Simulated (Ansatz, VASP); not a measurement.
# B5W: VASP beside Ansatz

The input INCAR:

```
PREC = Accurate
ENCUT = 600
EDIFF = 1E-6
ISMEAR = 0
SIGMA = 0.1
LREAL = False
LASPH = True
NELM = 100
ALGO = Normal
ISIF = 3
LWAVE = False
LCHARG = False
GGA = PE
IBRION = 2
NSW = 90
EDIFFG = -0.04
```

Contents of KPOINTS:

```
regular mesh
0
Gamma
  6 6 4
```

POSCAR

```
B5W
1.0
    2.9573078037      0.0000000000      0.0000000000
    0.0000000000      2.9573078037      0.0000000000
    0.0000000000      0.0000000000      6.0207246962
B W
5 1
Direct
    0.5000000000      0.5000000000      0.7005704016
    0.5000000000      0.5000000000      0.2994295984
    0.5000000000      0.0000000000      0.5000000000
    0.0000000000      0.5000000000      0.5000000000
    0.5000000000      0.5000000000      0.0000000000
    0.0000000000      0.0000000000      0.0000000000
```

Input for Ansatz:

```yaml
crystal:
  lattice:
    - [2.9573078037, 0.0, 0.0]
    - [0.0, 2.9573078037, 0.0]
    - [0.0, 0.0, 6.0207246962]
  atoms:
    - { symbol: B, position: [0.5, 0.5, 0.7005704016] }
    - { symbol: B, position: [0.5, 0.5, 0.2994295984] }
    - { symbol: B, position: [0.5, 0.0, 0.5] }
    - { symbol: B, position: [0.0, 0.5, 0.5] }
    - { symbol: B, position: [0.5, 0.5, 0.0] }
    - { symbol: W, position: [0.0, 0.0, 0.0] }
basis:
  ecutwfc: 420
kpoints:
  mp_grid: { grid: [6, 6, 4] }
hamiltonian:
  xc: pbe
scf:
  occupations: { method: gaussian, width: 0.1 }
  lower_state_search: "off"
output:
  forces: true
  stress: true
  eigenvalues: true
relax:
  adjacent_minimum: "off"
  f_tol: 0.04
  max_steps: 70
  cell: { stress_tol: 0.4 }
```

Alike in both runs: task relaxation of cell and atoms; functional PBE; k mesh 6 × 6 × 4; occupations gaussian, width 0.1 eV; no spin polarisation.

|  | VASP | Ansatz |
| --- | --- | --- |
| version | VASP 6.6.1 | Ansatz 0.2.0 |
| potentials or method | VASP PAW PBE potentials, release 64 (B, W_sv), cutoff 600 eV | scalar-relativistic, plane waves, PAW |
| valence electrons in the cell | 29 | 29 |

VASP gave:

| Property | Result |
| --- | --- |
| gap on the k mesh at the Fermi level, each at its own relaxed structure (eV) | none |
| relaxed volume (Å³/atom) | 8.74 |
| relaxed cell length with the largest relative difference (Å) | 2.954 |

Task: Which values does Ansatz return?

Result: gap on the k mesh at the Fermi level, each at its own relaxed structure (eV): none; relaxed volume (Å³/atom): 8.72; relaxed cell length with the largest relative difference (Å): 2.951.

A gap of «none» marks a metal or a gap that the smearing closes.

Neither program's run includes spin-orbit coupling. Noted on VASP's run: too few bands were computed for a metal, which touches its energy and stress.
